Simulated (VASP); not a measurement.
# HfRu5 (F-43m) in VASP: further runs, part 2 of 2

VASP 6.6.1. Earlier steps stand in the parts before.

## 3. Single point, PBE, collinear spin, ferromagnetic start

This run uses another cell than the first one, of 15.51 Å³/atom.

The input, INCAR:

```
ALGO     = Normal         # electronic algorithm
EDIFF    = 1E-6           # SCF threshold, eV
ENCUT    = 520            # plane-wave cutoff, eV
GGA      = PE             # functional
ISIF     = 2              # what is computed and relaxed
ISMEAR   = 0              # smearing method
ISPIN    = 2              # spin polarisation
LASPH    = True           # aspherical terms in the spheres
LCHARG   = False          # write CHGCAR
LMAXMIX  = 4              # l up to which the mixer works
LORBIT   = 11             # projections on sites
LREAL    = False          # projectors in reciprocal space
LWAVE    = False          # write WAVECAR
MAGMOM   = 0 1 1 1 1 1    # initial moments
NBANDS   = 53             # bands
NELM     = 150            # most SCF steps
PREC     = Accurate       # precision mode
SIGMA    = 0.1            # smearing width, eV
```

The input, KPOINTS:

```
k-points
0
Gamma
  4 4 4
```

The input, POSCAR:

```
HfRu5
1.0
    0.0000000000      3.5965513368      3.5965513368
    3.5965513368      0.0000000000      3.5965513368
    3.5965513368      3.5965513368      0.0000000000
Hf Ru
1 5
Direct
    0.0000000000      0.0000000000      0.0000000000
    0.3752578515      0.8742264454      0.3752578515
    0.3752578515      0.3752578515      0.3752578515
    0.8742264454      0.3752578515      0.3752578515
    0.3752578515      0.3752578515      0.8742264454
    0.7500000000      0.7500000000      0.7500000000
```

Potentials or basis: VASP PAW PBE potentials, release 64 (Hf_pv, Ru_pv).

Command:

```console
cat potpaw_PBE.64/Hf_pv/POTCAR potpaw_PBE.64/Ru_pv/POTCAR > POTCAR
mpirun -np 1 vasp_std > vasp.out
```

It took 4.2 min on 1 thread of Intel Xeon 8259CL, shared host; peak memory 0.27 GiB.

It converged, with:

```
Free energy                                           : -55.4654 eV
Pressure                                              : -0.5 GPa
Largest force                                         : 0.011 eV/Å
Band gap on the k mesh                                : zero (filled and empty bands overlap)
Net moment                                            : 0.00 μB per cell
Valence electrons inside the program's atomic spheres : Hf 8.27; Ru 12.72, 12.35 (each value once)
```

Forces on the atoms (eV/Å):
```
Hf   0.000  0.000  0.000
Ru   0.007 -0.007  0.007
Ru  -0.007 -0.007 -0.007
Ru  -0.007  0.007  0.007
Ru   0.007  0.007 -0.007
Ru   0.000  0.000  0.000
```

Levels at points of the mesh, in eV from the Fermi level:
Spin up:
| k point | band 37 | band 38 | band 39 | band 40 | band 41 | band 42 | band 43 | band 44 |
| --- | --- | --- | --- | --- | --- | --- | --- | --- |
| (0.00, 0.00, 0.00) | -0.43 | -0.43 | -0.21 | -0.21 | -0.21 | 1.38 | 1.38 | 1.38 |
| (0.50, 0.00, 0.00) | -0.52 | -0.52 | -0.35 | -0.31 | -0.13 | -0.13 | 0.13 | 0.13 |
| (0.50, 0.50, 0.00) | -1.07 | -0.57 | -0.44 | -0.44 | -0.18 | 0.31 | 0.31 | 0.31 |
Spin down:
| k point | band 37 | band 38 | band 39 | band 40 | band 41 | band 42 | band 43 | band 44 |
| --- | --- | --- | --- | --- | --- | --- | --- | --- |
| (0.00, 0.00, 0.00) | -0.43 | -0.43 | -0.21 | -0.21 | -0.21 | 1.38 | 1.38 | 1.38 |
| (0.50, 0.00, 0.00) | -0.52 | -0.52 | -0.35 | -0.31 | -0.13 | -0.13 | 0.13 | 0.13 |
| (0.50, 0.50, 0.00) | -1.07 | -0.57 | -0.44 | -0.44 | -0.18 | 0.31 | 0.31 | 0.31 |

Caveat: the k points lie up to 0.38 Å⁻¹ apart; spin-orbit coupling is left out, which moves the levels of the heavy elements.

## 4. Single point, PBE

This run uses another cell than the first one, of 15.53 Å³/atom.

The input, INCAR:

```
ALGO = Fast
EDIFF = 1E-7
ENCUT = 520
GGA = PE
ISIF = 2
ISMEAR = 0
LASPH = True
LCHARG = False
LREAL = False
LWAVE = False
NBANDS = 49
NELM = 100
PREC = Accurate
SIGMA = 0.1
```

The input, KPOINTS:

```
k-points
0
Gamma
  10 10 10
```

The input, POSCAR:

```
HfRu5
1.0
    0.0000000000      3.5981211053      3.5981211053
    3.5981211053      0.0000000000      3.5981211053
    3.5981211053      3.5981211053      0.0000000000
Hf Ru
1 5
Direct
    0.0000000000      0.0000000000      0.0000000000
    0.3755544251      0.8733367247      0.3755544251
    0.3755544251      0.3755544251      0.3755544251
    0.8733367247      0.3755544251      0.3755544251
    0.3755544251      0.3755544251      0.8733367247
    0.7500000000      0.7500000000      0.7500000000
```

Command:

```console
cat potpaw_PBE.64/Hf_pv/POTCAR potpaw_PBE.64/Ru_pv/POTCAR > POTCAR
mpirun -np 1 vasp_std > vasp.out
```

It took 14 min on 1 thread of Intel Xeon 8259CL, shared host; peak memory 0.32 GiB.

Results (log left out):

```
Free energy            : -55.3858 eV
Pressure               : -0.4 GPa
Largest force          : 0.019 eV/Å
Band gap on the k mesh : zero (bands 40 and 41 overlap by 0.40 eV)
```

Forces in eV/Å, atoms in the order of the input:
```
Hf   0.000  0.000  0.000
Ru   0.011 -0.011  0.011
Ru  -0.011 -0.011 -0.011
Ru  -0.011  0.011  0.011
Ru   0.011  0.011 -0.011
Ru   0.000  0.000  0.000
```

Levels at points of the mesh, in eV from the Fermi level:
```csv
k point,band 36,band 37,band 38,band 39,band 40,band 41,band 42,band 43,band 44,band 45
"(0.00, 0.00, 0.00)",-0.48,-0.46,-0.46,-0.22,-0.22,-0.22,1.34,1.34,1.34,2.53
"(0.50, 0.00, 0.00)",-1.03,-0.53,-0.53,-0.35,-0.33,-0.16,-0.16,0.11,0.11,2.02
"(0.50, 0.50, 0.00)",-2.23,-1.08,-0.58,-0.49,-0.49,-0.22,0.28,0.29,0.29,0.68
```

Caveat: spin-orbit coupling is left out, which moves the levels of the heavy elements.

## 5. Relaxation of cell and atoms, PBE

This run uses another cell than the first one, of 15.51 Å³/atom.

The input, INCAR:

```
SYSTEM = HfRu5
PREC = Accurate
ENCUT = 600
EDIFF = 1E-7
ISMEAR = 0
SIGMA = 0.1
LREAL = .False.
LASPH = .True.
NELM = 100
ALGO = Fast
ISIF = 3
LWAVE = .False.
LCHARG = .False.
GGA = PE
IBRION = 2
NSW = 100
EDIFFG = -0.01
```

The input, KPOINTS:

```
regular mesh
0
Gamma
  10 10 10
  0 0 0
```

The input, POSCAR:

```
HfRu5
1.0
    0.0000000000      3.5965513368      3.5965513368
    3.5965513368      0.0000000000      3.5965513368
    3.5965513368      3.5965513368      0.0000000000
Hf Ru
1 5
Direct
    0.0000000000      0.0000000000      0.0000000000
    0.3752578515      0.8742264454      0.3752578515
    0.3752578515      0.3752578515      0.3752578515
    0.8742264454      0.3752578515      0.3752578515
    0.3752578515      0.3752578515      0.8742264454
    0.7500000000      0.7500000000      0.7500000000
```

Command:

```console
cat potpaw_PBE.64/Hf_pv/POTCAR potpaw_PBE.64/Ru_pv/POTCAR > POTCAR
mpirun -np 1 vasp_std > vasp.out
```

Run time: 42 min. Hardware: 1 thread of Intel Xeon 8259CL, shared host; peak memory 0.36 GiB.

Results (log left out):

```yaml
Free_energy: -55.3854 eV
Relaxed_volume: 15.50 Å³/atom
Relaxed_cell: a = 5.085 Å, b = 5.085 Å, c = 5.085 Å, α = 60.00°, β = 60.00°, γ = 60.00°
Space_group_after_relaxing_to_0.1_Å: F-43m (No. 216)
Energy_gained_by_relaxing: 0.1 meV/atom
Ionic_steps: 3
Pressure_after_relaxing: 0.0 GPa
Band_gap_on_the_k_mesh: zero (bands 40 and 41 overlap by 0.40 eV)
```

The path:
| step | energy change (eV) | largest force (eV/Å) | pressure (GPa) | volume (Å³) |
| --- | --- | --- | --- | --- |
| 1 | 0.0000 | 0.1224 | -0.08 | 93.04 |
| 2 | -0.0002 | 0.1068 | 0.19 | 92.94 |
| 3 | -0.0008 | 0.0009 | 0.03 | 92.99 |

Final structure:
```
CELL_PARAMETERS angstrom
0.00000 3.59583 3.59583
3.59583 0.00000 3.59583
3.59583 3.59583 0.00000
ATOMIC_POSITIONS crystal
Hf 0.00000 0.00000 0.00000
Ru 0.37551 0.87346 0.37551
Ru 0.37551 0.37551 0.37551
Ru 0.87346 0.37551 0.37551
Ru 0.37551 0.37551 0.87346
Ru 0.75000 0.75000 0.75000
```

Levels at points of the mesh, in eV from the Fermi level:
```
           k point  band 36  band 37  band 38  band 39  band 40  band 41  band 42  band 43  band 44  band 45
(0.00, 0.00, 0.00)    -0.48    -0.46    -0.46    -0.22    -0.22    -0.22     1.35     1.35     1.35     2.54
(0.50, 0.00, 0.00)    -1.03    -0.53    -0.53    -0.36    -0.33    -0.17    -0.17     0.11     0.11     2.02
(0.50, 0.50, 0.00)    -2.24    -1.08    -0.59    -0.49    -0.49    -0.22     0.28     0.29     0.29     0.68
```

Caveat: spin-orbit coupling is left out, which moves the levels of the heavy elements.

## 6. The runs side by side

| task | spin | cell | k mesh | cutoff (eV) | gap on the mesh (eV) | pressure (GPa) | relaxed volume (Å³/atom) | largest force (eV/Å) |
| --- | --- | --- | --- | --- | --- | --- | --- | --- |
| relaxation of cell and atoms | off | relaxed from a = 5.189 Å, angles 60.0°, 6 atoms, atomic positions A | 4 × 4 × 4 | 600 | none | 0.0 | 15.48 | 0.01 |
| single point | collinear, ferromagnetic start | a = 5.086 Å, angles 60.0°, 6 atoms, atomic positions B | 4 × 4 × 4 | 520 | none | -0.5 | - | 0.01 |
| single point | off | a = 5.089 Å, angles 60.0°, 6 atoms, atomic positions C | 10 × 10 × 10 | 520 | none | -0.4 | - | 0.02 |
| relaxation of cell and atoms | off | relaxed from a = 5.086 Å, angles 60.0°, 6 atoms, atomic positions B | 10 × 10 × 10 | 600 | none | 0.0 | 15.50 | - |

Alike in all rows: level PBE; potentials or basis VASP PAW PBE potentials, release 64 (Hf_pv, Ru_pv); smearing gaussian 0.1 eV.

Caveats: some runs use coarse meshes; spin-orbit coupling is left out, which moves the levels of the heavy elements.

Total energies depend on the potentials used, so only differences within one code and one set of settings carry meaning.
